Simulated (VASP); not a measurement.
Here is a VASP 6.6.1 calculation.

File INCAR:

```
SYSTEM = Zn7PdO8
ALGO = Normal
EDIFF = 1E-6
ENCUT = 520
GGA = PS
ISIF = 2
ISMEAR = 0
ISPIN = 2
LASPH = .TRUE.
LCHARG = .TRUE.
LDAU = .TRUE.
LDAUJ = 0 0 0
LDAUL = 2 -1 -1
LDAUPRINT = 1
LDAUTYPE = 2
LDAUU = 2 0 0
LELF = .TRUE.
LMAXMIX = 4
LORBIT = 11
LREAL = Auto
LVHAR = .TRUE.
LWAVE = .FALSE.
MAGMOM = -0.2 0.01 0.01 0.01 0 0 0 0 -0.14 0 0 0 0.1 0.1 0.1 0
NBANDS = 89
NELM = 150
PREC = Accurate
SIGMA = 0.05
```

The input KPOINTS:

```
k-points
0
G
  3 3 3
  0 0 0
```

Contents of POSCAR:

```
Zn7PdO8
1.0
    6.4988000000      0.0000000000      0.0000000000
   -3.2494000000      5.6281259000      0.0000000000
    0.0000000000      0.0000000000      5.2038000000
Pd Zn O
1 7 8
Direct
    0.1666666667      0.3333333333      0.0055080751
    0.1625697746      0.8312848873      0.0021773686
    0.6687151127      0.3374302254      0.0021773686
    0.6687151127      0.8312848873      0.0021773686
    0.3364086065      0.1635913935      0.4987452301
    0.3364086065      0.6728172130      0.4987452301
    0.8271827870      0.1635913935      0.4987452301
    0.8333333333      0.6666666667      0.5005415688
    0.1666666667      0.3333333333      0.4101812877
    0.1645051593      0.8322525797      0.3793578361
    0.6677474203      0.3354948407      0.3793578361
    0.6677474203      0.8322525797      0.3793578361
    0.3467667830      0.1532332170      0.8734159128
    0.3467667830      0.6935335660      0.8734159128
    0.8064664340      0.1532332170      0.8734159128
    0.8333333333      0.6666666667      0.8794800252
```

Potentials or basis: VASP PAW PBE potentials, release 64 (Pd, Zn, O).

Run with:

```console
$ cat potpaw_PBE.64/Pd/POTCAR potpaw_PBE.64/Zn/POTCAR potpaw_PBE.64/O/POTCAR > POTCAR
$ mpirun -np 1 vasp_std > vasp.out
```

Task: Estimate the site moments.

Result: Pd -1.23; Zn -0.01, -0.00 (each value once); O -0.16, -0.00, -0.17 (each value once) μB.

Task: What does it give for the pressure?

Result: 3.3 GPa.

Task: What does it give for the largest force?

Result: 0.267 eV/Å.

Task: Predict the net moment.

Result: -2.07 μB per cell.

Stress tensor (GPa, compression positive):
```
3.22 0.00 0.00
0.00 3.22 0.00
0.00 0.00 3.56
```

Caveat: the k points lie up to 0.40 Å⁻¹ apart; the PAW data sets were made with another functional, which shifts forces and pressure a little.
